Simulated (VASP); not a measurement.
Runs of VASP 6.6.1 on V2N3. The structure is that of space group P-3m1 (No. 164), or close to it. The cells are those of the table. 

```csv
cell,gap on the mesh (eV),pressure (GPa),largest force (eV/Å)
"a = 2.613, b = 2.613, c = 6.196 Å, angles 90.0, 90.0, 120.0°, 5 atoms",none,48.7,0.92
"a = 2.696, b = 2.696, c = 6.196 Å, angles 90.0, 90.0, 120.0°, 5 atoms",none,21.4,0.33
"a = 2.738, b = 2.738, c = 6.196 Å, angles 90.0, 90.0, 120.0°, 5 atoms",none,(b),0.10
"a = 2.821, b = 2.821, c = 6.196 Å, angles 90.0, 90.0, 120.0°, 5 atoms",none,(a),0.23
"a = 2.655, b = 2.655, c = 6.196 Å, angles 90.0, 90.0, 120.0°, 5 atoms",none,34.1,0.60
```

Alike in all rows: task single point; level PBEsol; potentials or basis VASP PAW PBE potentials, release 64 (V_sv, N); no spin polarisation; k mesh 18 × 18 × 8; cutoff (eV) 520; smearing gaussian 0.15 eV.

Question: Fill in the values left out.

Answer: (a) -7.4; (b) 10.3.

Caveats: the PAW data sets were made with another functional, which shifts forces and pressure a little; the run has no spin polarisation, though such a crystal can be magnetic; the cell stands under pressure (at least some runs); the cell stands under tension (at least some runs).

A gap of «none» marks levels without a gap at the run's occupations.
